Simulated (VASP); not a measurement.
# CaS (Oldhamite) (Fm-3m) in VASP: further runs

The runs below take CaS (Oldhamite) through single point, with PBE.

All numbers are computed with VASP 6.6.1; they aren't measurements. Logs are shortened: lines on timing, memory, paths and dates and some standing lists are left out, and cuts for length are marked.

## Step 1: The cell of the first run

It takes space group Fm-3m (No. 225, cubic). The conventional cell has a = 5.474 Å, b = 5.474 Å, c = 5.474 Å, α = 90.00°, β = 90.00°, γ = 90.00°. Ca (site symmetry m-3m) has 6 S at 2.74 Å within 3.6 Å. S (site symmetry m-3m) has 6 Ca at 2.74 Å within 3.6 Å.

## Step 2: Single point, PBE (volume scaled by 0.88)

Contents of INCAR:

```
SYSTEM = CaS
ALGO = Normal ; EDIFF = 1E-6
ENCUT = 500 ; GGA = PE
GGA_COMPAT = .False. ; ISIF = 2
ISMEAR = 0 ; LASPH = .True.
LCHARG = .False. ; LREAL = .False.
LWAVE = .False. ; NBANDS = 15
NELM = 120 ; PREC = Accurate
SIGMA = 0.02
```

Contents of KPOINTS:

```
k-points
0
Gamma
  8 8 8
  0 0 0
```

Contents of POSCAR:

```
CaS
1.0
    0.0000000000      2.7368897183      2.7368897183
    2.7368897183      0.0000000000      2.7368897183
    2.7368897183      2.7368897183      0.0000000000
Ca S
1 1
Direct
    0.0000000000      0.0000000000      0.0000000000
    0.5000000000      0.5000000000      0.5000000000
```

Potentials or basis: VASP PAW PBE potentials, release 64 (Ca_sv, S).

On the command line:

```sh
cat potpaw_PBE.64/Ca_sv/POTCAR potpaw_PBE.64/S/POTCAR > POTCAR
mpirun -np 1 vasp_std > vasp.out
```

OUTCAR:

```text
SYSTEM = CaS
   EDIFF = 1E-6
   ENCUT = 500
   GGA = PE
   ISIF = 2
   ISMEAR = 0
   LASPH = .True.
   LREAL = .False.
   NELM = 120
   PREC = Accurate

 ion  position               nearest neighbor table
   1  0.000  0.000  0.000-   2 2.74   2 2.74   2 2.74   2 2.74   2 2.74   2 2.74
   2  0.500  0.500  0.500-   1 2.74   1 2.74   1 2.74   1 2.74   1 2.74   1 2.74

  LATTYP: Found a face centered cubic cell.
 ALAT       =     5.4737794366

  Lattice vectors:

 A1 = (   0.0000000000,   2.7368897183,   2.7368897183)
 A2 = (   2.7368897183,   0.0000000000,   2.7368897183)
 A3 = (   2.7368897183,   2.7368897183,   0.0000000000)

Analysis of symmetry for initial positions (statically):
=====================================================================
 Subroutine PRICEL returns:
 Original cell was already a primitive cell.

 Routine SETGRP: Setting up the symmetry group for a
 face centered cubic supercell.

 Subroutine GETGRP returns: Found 48 space group operations
 (whereof 48 operations were pure point group operations)
 out of a pool of 48 trial point group operations.

The static configuration has the point symmetry O_h .

Analysis of symmetry for dynamics (positions and initial velocities):
=====================================================================
 Subroutine PRICEL returns:
 Original cell was already a primitive cell.

 Routine SETGRP: Setting up the symmetry group for a
 face centered cubic supercell.

 Subroutine GETGRP returns: Found 48 space group operations
 (whereof 48 operations were pure point group operations)
 out of a pool of 48 trial point group operations.

The dynamic configuration has the point symmetry O_h .

 Subroutine INISYM returns: Found 48 space group operations
 (whereof 48 operations are pure point group operations),
 and found     1 'primitive' translations

----------------------------------------------------------------------------------------

                                     Primitive cell

  volume of cell :      41.0017

  direct lattice vectors                    reciprocal lattice vectors
     0.000000000  2.736889718  2.736889718    -0.182689129  0.182689129  0.182689129
     2.736889718  0.000000000  2.736889718     0.182689129 -0.182689129  0.182689129
     2.736889718  2.736889718  0.000000000     0.182689129  0.182689129 -0.182689129

  length of vectors
     3.870546558  3.870546558  3.870546558     0.316426854  0.316426854  0.316426854

  position of ions in fractional coordinates (direct lattice)
     0.000000000  0.000000000  0.000000000
     0.500000000  0.500000000  0.500000000

  ion indices of the primitive-cell ions
   primitive index   ion index
                 1           1
                 2           2

----------------------------------------------------------------------------------------

 KPOINTS: k-points

Automatic generation of k-mesh.
 Grid dimensions read from file:
 generate k-points for:    8    8    8

 Generating k-lattice:

  Cartesian coordinates                     Fractional coordinates (reciprocal lattice)
    -0.022836141  0.022836141  0.022836141     0.125000000  0.000000000  0.000000000
     0.022836141 -0.022836141  0.022836141     0.000000000  0.125000000  0.000000000
     0.022836141  0.022836141 -0.022836141     0.000000000  0.000000000  0.125000000

  Length of vectors
     0.039553357  0.039553357  0.039553357

  Shift w.r.t. Gamma in fractional coordinates (k-lattice)
     0.000000000  0.000000000  0.000000000

 Subroutine IBZKPT returns following result:
 ===========================================

 Found     29 irreducible k-points:

 Following reciprocal coordinates:
            Coordinates               Weight
  0.000000  0.000000  0.000000      1.000000
  0.125000  0.000000  0.000000      8.000000
  0.250000  0.000000  0.000000      8.000000
  0.375000  0.000000  0.000000      8.000000
  0.500000  0.000000  0.000000      4.000000
  0.125000  0.125000  0.000000      6.000000
[... 16 lines left out ...]
  0.500000  0.250000  0.125000     48.000000
 -0.375000  0.250000  0.125000     24.000000
 [... further k-points ...]
   k-points           NKPTS =     29   k-points in BZ     NKDIM =     29   number of bands    NBANDS=     15
   number of dos      NEDOS =    301   number of ions     NIONS =      2
   total plane-waves  NPLWV =  21952
   dimension x,y,z NGX =    28 NGY =   28 NGZ =   28
   dimension x,y,z NGXF=    56 NGYF=   56 NGZF=   56
   ions per type =               1   1
   NGX,Y,Z   is equivalent  to a cutoff of  12.03, 12.03, 12.03 a.u.
   NGXF,Y,Z  is equivalent  to a cutoff of  24.05, 24.05, 24.05 a.u.
 SYSTEM =  CaS
   PREC   = accura    normal or accurate (medium, high low for compatibility)
   ISTART =      0    job   : 0-new  1-cont  2-samecut
   ICHARG =      2    charge: 1-file 2-atom 10-const
   ISPIN  =      1    spin polarized calculation?
   LNONCOLLINEAR =      F non collinear calculations
   LSORBIT =      F    spin-orbit coupling
   LASPH  =      T    aspherical Exc in radial PAW
   ENCUT  =  500.0 eV  36.75 Ry    6.06 a.u.   7.06  7.06  7.06*2*pi/ulx,y,z
   NELM   =    120;   NELMIN=  2; NELMDL= -5     # of ELM steps
   EDIFF  = 0.1E-05   stopping-criterion for ELM
   LREAL  =      F    real-space projection
   EDIFFG = 0.1E-04   stopping-criterion for IOM
   NSW    =      0    number of steps for IOM
   IBRION =     -1    ionic relax: 0-MD 1-quasi-New 2-CG
   NFREE  =      0    steps in history (QN), initial steepest desc. (CG)
   ISIF   =      2    stress and relaxation
   ISYM   =      2    0-nonsym 1-usesym 2-fastsym
   POTIM  = 0.5000    time-step for ionic-motion
   TEBEG  =    0.0;   TEEND  =   0.0 temperature during run
   PSTRESS=    0.0 pullay stress
   NELECT =      16.0000    total number of electrons
   NUPDOWN=      -1.0000    fix difference up-down
   EMIN   =  10.00;   EMAX   =-10.00  energy-range for DOS
   EFERMI =   0.00;   METHOD = LEGACY
   ISMEAR =     0;   SIGMA  =   0.02  broadening in eV -4-tet -1-fermi 0-gaus
   EFERMI_NEDOS =   21; number of points for ismear=-14 and -15
   IALGO  =     38    algorithm
   IMIX   =      4    mixing-type and parameters
     AMIX     =   0.40;   BMIX     =  1.00
     AMIX_MAG =   1.60;   BMIX_MAG =  1.00
  volume/ion in A,a.u.               =      20.50       138.35
  Fermi-wavevector in a.u.,A,eV,Ry     =   1.196320  2.260718 19.472422  1.431183
  Thomas-Fermi vector in A             =   2.332264
   LORBIT       =      0    0 simple, 1 ext, 2 COOP (PROOUT), +10 PAW based schemes
   GGA     = PE    functional components
   LHFCALC =     F    Hartree Fock is set to
   AEXX    =    0.0000 exact exchange contribution
   IVDW    =     0    specifies the selected vdW correction
   LEPSILON=     F    determine dielectric tensor
   LRPA    =     F    only Hartree local field effects (RPA)
 non-spin polarized calculation
 Gauss-broadening in eV      SIGMA  =   0.02
  energy-cutoff  :      500.00
  volume of cell :       41.00
 maximum number of plane-waves:      1056
   NGX = 15   NGY = 15   NGZ = 15

 number of electron      15.9999995 magnetization

 Free energy of the ion-electron system (eV)
  ---------------------------------------------------
  ext. energy  EPLUGINS =         0.00000000
  ---------------------------------------------------
  free energy    TOTEN  =       -10.20813148 eV

  energy without entropy =      -10.20813148  energy(sigma->0) =      -10.20813148

 E-fermi :   3.7950     XC(G=0):  -9.8401

 val. band max:        3.6336569081   @ k =   0.0000   0.0000   0.0000
 cond. band min:       5.6701791955   @ k =   0.5000   0.5000   0.0000
 fundamental gap:      2.0365222874
 Fermi energy:         3.7949959823

 k-point     1 :       0.0000    0.0000    0.0000
  band No.  band energies     occupation
      1     -35.1769      2.00000
      2     -16.1706      2.00000
      3     -16.1706      2.00000
      4     -16.1706      2.00000
      5      -8.1163      2.00000
      6       3.6337      2.00000
      7       3.6337      2.00000
      8       3.6337      2.00000
      9       7.7371      0.00000
     10       7.7371      0.00000
     11       7.7371      0.00000
     12       8.4402      0.00000
     13       8.4402      0.00000
     14       8.5735      0.00000
     15      14.7558      0.00000

 k-point     2 :       0.1250    0.0000    0.0000
  band No.  band energies     occupation
      1     -35.1737      2.00000
      2     -16.2148      2.00000
      3     -16.1736      2.00000
      4     -16.1736      2.00000
      5      -7.9708      2.00000
      6       2.8955      2.00000
      7       3.3440      2.00000
      8       3.3440      2.00000
      9       7.8122      0.00000
     10       8.0053      0.00000
     11       8.0053      0.00000
     12       8.9431      0.00000
     13       8.9431      0.00000
     14       9.3298      0.00000
     15      15.0797      0.00000

 k-point     3 :       0.2500    0.0000    0.0000
  band No.  band energies     occupation
      1     -35.1662      2.00000
      2     -16.3182      2.00000
      3     -16.1807      2.00000
      4     -16.1807      2.00000
      5      -7.6009      2.00000
      6       1.5744      2.00000
      7       2.7947      2.00000
      8       2.7947      2.00000
      9       7.9921      0.00000
     10       8.6841      0.00000
     11       8.6841      0.00000
     12      10.1707      0.00000
     13      10.1707      0.00000
     14      10.7024      0.00000
     15      14.7219      0.00000
[... 343 lines left out ...]
 k-point    23 :       0.5000    0.2500    0.1250
  band No.  band energies     occupation
      1     -35.1546      2.00000
      2     -16.3818      2.00000
      3     -16.2465      2.00000
      4     -16.2049      2.00000
      5      -7.1967      2.00000
      6       0.7863      2.00000
      7       2.1034      2.00000
      8       2.3406      2.00000
      9       7.9633      0.00000
     10       9.8497      0.00000
     11      10.1440      0.00000
     12      10.2951      0.00000
     13      11.0652      0.00000
     14      12.7661      0.00000
     15      13.1788      0.00000

 k-point    24 :      -0.3750    0.2500    0.1250
  band No.  band energies     occupation
      1     -35.1521      2.00000
      2     -16.4025      2.00000
      3     -16.2516      2.00000
      4     -16.2126      2.00000
      5      -7.0935      2.00000
      6       0.6376      2.00000
      7       1.8910      2.00000
      8       2.2328      2.00000
      9       8.7647      0.00000
     10       9.1229      0.00000
     11      10.4821      0.00000
     12      10.9386      0.00000
     13      11.1910      0.00000
     14      12.1809      0.00000
     15      13.8276      0.00000

 [... further k-points ...]
[... 5 lines left out ...]
  --------------------------------------------------------------------------------------
  -------------------------------------------------------------------------------------
  Total        2.4847346      2.4847346      2.4847346     -0.0000000      0.0000000      0.0000000
  in kB       97.0931755     97.0931755     97.0931755     -0.0000000      0.0000000      0.0000000
  external PRESSURE =      97.0931755 kB  Pullay stress =       0.0000000 kB

 VOLUME and BASIS-vectors are now :
 -----------------------------------------------------------------------------
  energy-cutoff  :      500.00
  volume of cell :       41.00
      direct lattice vectors                 reciprocal lattice vectors
     0.000000000  2.736889718  2.736889718    -0.182689129  0.182689129  0.182689129
     2.736889718  0.000000000  2.736889718     0.182689129 -0.182689129  0.182689129
     2.736889718  2.736889718  0.000000000     0.182689129  0.182689129 -0.182689129

 POSITION                                       TOTAL-FORCE (eV/Angst)
 -----------------------------------------------------------------------------------
      0.00000      0.00000      0.00000         0.000000      0.000000     -0.000000
      2.73689      2.73689      2.73689        -0.000000      0.000000      0.000000
 -----------------------------------------------------------------------------------
    total drift:                                0.000000      0.000000      0.000000

  FREE ENERGIE OF THE ION-ELECTRON SYSTEM (eV)
  ---------------------------------------------------
  free  energy   TOTEN  =       -10.2081314837 eV

  energy  without entropy=      -10.2081314837  energy(sigma->0) =      -10.20813148
```

It took 19 s on 1 thread of Intel Xeon Platinum 8259CL at 2.50GHz (Skylake/Cascade Lake), shared host; peak memory 0.16 GiB.

Results:

```
Free energy            : -10.2081 eV
Pressure               : 9.7 GPa
Band gap on the k mesh : 2.04 eV, indirect (least direct gap 2.92 eV)
```

 A k mesh can miss the band edges.

## Step 3: Single point, PBE (volume scaled by 0.94)

Contents of INCAR:

```
SYSTEM = CaS
ALGO = Normal ; EDIFF = 1E-6
ENCUT = 500 ; GGA = PE
GGA_COMPAT = .FALSE. ; ISIF = 2
ISMEAR = 0 ; LASPH = .TRUE.
LCHARG = .TRUE. ; LELF = .TRUE.
LREAL = .FALSE. ; LVHAR = .TRUE.
LWAVE = .FALSE. ; NBANDS = 15
NELM = 120 ; PREC = Accurate
SIGMA = 0.02
```

Contents of KPOINTS:

```
k-points
0
G
  8 8 8
  0 0 0
```

Contents of POSCAR:

```
CaS
1.0
    0.0000000000      2.7977293048      2.7977293048
    2.7977293048      0.0000000000      2.7977293048
    2.7977293048      2.7977293048      0.0000000000
Ca S
1 1
Direct
    0.0000000000      0.0000000000      0.0000000000
    0.5000000000      0.5000000000      0.5000000000
```

Potentials or basis: VASP PAW PBE potentials, release 64 (Ca_sv, S).

On the command line:

```sh
cat potpaw_PBE.64/Ca_sv/POTCAR potpaw_PBE.64/S/POTCAR > POTCAR
mpirun -np 1 vasp_std > vasp.out
```

Run time: 31 s. Hardware: 1 thread of Intel Xeon Platinum 8259CL at 2.50GHz (Skylake/Cascade Lake), shared host; peak memory 0.17 GiB.

It converged, with:

```yaml
Free_energy: -10.3279 eV
Pressure: 4.2 GPa
Band_gap_on_the_k_mesh: 2.23 eV, indirect (least direct gap 3.07 eV)
```

Levels at points of the mesh, in eV from the valence-band top:
```tsv
k point	band 6	band 7	band 8	band 9	band 10	band 11
(0.00, 0.00, 0.00)	0.00	0.00	0.00	4.15	4.15	4.15
(0.50, 0.00, 0.00)	-3.28	-1.27	-1.27	5.32	6.24	6.36
(0.50, 0.50, 0.00)	-2.38	-0.84	-0.84	2.23	5.70	6.29
```

 A k mesh can miss the band edges.

## Step 4: Single point, PBE (volume scaled by 0.91)

Contents of INCAR:

```
PREC     = Accurate       # precision mode
ENCUT    = 500            # plane-wave cutoff, eV
EDIFF    = 1E-6           # SCF threshold, eV
ISMEAR   = 0              # smearing method
SIGMA    = 0.02           # smearing width, eV
LREAL    = False          # projectors in reciprocal space
LASPH    = True           # aspherical terms in the spheres
NELM     = 120            # most SCF steps
ALGO     = Normal         # electronic algorithm
ISIF     = 2              # what is computed and relaxed
LWAVE    = False          # write WAVECAR
LCHARG   = True           # write CHGCAR
GGA      = PE             # functional
LELF     = True           # ELF
LVHAR    = True         
NBANDS   = 15             # bands
GGA_COMPAT= False
```

Contents of KPOINTS:

```
Automatic mesh
0
Gamma
  8 8 8
```

Contents of POSCAR:

```
CaS
1.0
    0.0000000000      2.7676438623      2.7676438623
    2.7676438623      0.0000000000      2.7676438623
    2.7676438623      2.7676438623      0.0000000000
Ca S
1 1
Direct
    0.0000000000      0.0000000000      0.0000000000
    0.5000000000      0.5000000000      0.5000000000
```

On the command line:

```sh
cat potpaw_PBE.64/Ca_sv/POTCAR potpaw_PBE.64/S/POTCAR > POTCAR
mpirun -np 1 vasp_std > vasp.out
```

It took 24 s on 1 thread of Intel Xeon Platinum 8259CL at 2.50GHz (Skylake/Cascade Lake), shared host; peak memory 0.17 GiB.

The run converged. Its results:

```yaml
Free_energy: -10.2801 eV
Pressure: 6.7 GPa
Band_gap_on_the_k_mesh: 2.14 eV, indirect (least direct gap 3.00 eV)
```

Levels at points of the mesh, in eV from the valence-band top:
| k point | band 4 | band 5 | band 6 | band 7 | band 8 | band 9 | band 10 | band 11 | band 12 | band 13 |
| --- | --- | --- | --- | --- | --- | --- | --- | --- | --- | --- |
| (0.00, 0.00, 0.00) | -19.90 | -11.62 | 0.00 | 0.00 | 0.00 | 4.13 | 4.13 | 4.13 | 4.71 | 4.80 |
| (0.50, 0.00, 0.00) | -19.92 | -10.61 | -3.40 | -1.34 | -1.34 | 5.38 | 6.35 | 6.46 | 6.46 | 8.72 |
| (0.50, 0.50, 0.00) | -19.97 | -10.90 | -2.45 | -0.86 | -0.86 | 2.14 | 5.75 | 6.45 | 7.13 | 7.13 |

## Step 5: Single point, PBE (volume scaled by 0.97)

Contents of INCAR:

```
ALGO = Normal
EDIFF = 1E-6
ENCUT = 500
GGA = PE
GGA_COMPAT = F
ISIF = 2
ISMEAR = 0
LASPH = T
LCHARG = F
LREAL = F
LWAVE = F
NBANDS = 15
NELM = 120
PREC = Accurate
SIGMA = 0.02
```

Contents of KPOINTS:

```
k-points
0
Gamma
  8 8 8
```

Contents of POSCAR:

```
CaS
1.0
    0.0000000000      2.8271812513      2.8271812513
    2.8271812513      0.0000000000      2.8271812513
    2.8271812513      2.8271812513      0.0000000000
Ca S
1 1
Direct
    0.0000000000      0.0000000000      0.0000000000
    0.5000000000      0.5000000000      0.5000000000
```

On the command line:

```sh
cat potpaw_PBE.64/Ca_sv/POTCAR potpaw_PBE.64/S/POTCAR > POTCAR
mpirun -np 1 vasp_std > vasp.out
```

Wall time 22 s (1 thread of Intel Xeon Platinum 8259CL at 2.50GHz (Skylake/Cascade Lake), shared host); peak memory 0.17 GiB.

Results (log left out):

* Free energy: -10.3552 eV
* Pressure: 2.0 GPa
* Band gap on the k mesh: 2.31 eV, indirect (least direct gap 3.13 eV)

Levels at points of the mesh, in eV from the valence-band top:
```tsv
k point	band 6	band 7	band 8	band 9	band 10	band 11
(0.00, 0.00, 0.00)	0.00	0.00	0.00	4.16	4.16	4.16
(0.50, 0.00, 0.00)	-3.17	-1.20	-1.20	5.26	6.14	6.27
(0.50, 0.50, 0.00)	-2.32	-0.82	-0.82	2.31	5.64	6.13
```

 A k mesh can miss the band edges.

## Step 6: Overview

| cell | gap on the mesh (eV) | pressure (GPa) |
| --- | --- | --- |
| a = 3.871 Å, angles 60.0°, 2 atoms | 2.04 | 9.7 |
| a = 3.957 Å, angles 60.0°, 2 atoms | 2.23 | 4.2 |
| a = 3.914 Å, angles 60.0°, 2 atoms | 2.14 | 6.7 |
| a = 3.998 Å, angles 60.0°, 2 atoms | 2.31 | 2.0 |

Alike in all rows: task single point; level PBE; potentials or basis VASP PAW PBE potentials, release 64 (Ca_sv, S); no spin polarisation; k mesh 8 × 8 × 8; cutoff (eV) 500; smearing gaussian 0.02 eV.

Total energies depend on the potentials used, so only differences within one code and one set of settings carry meaning.
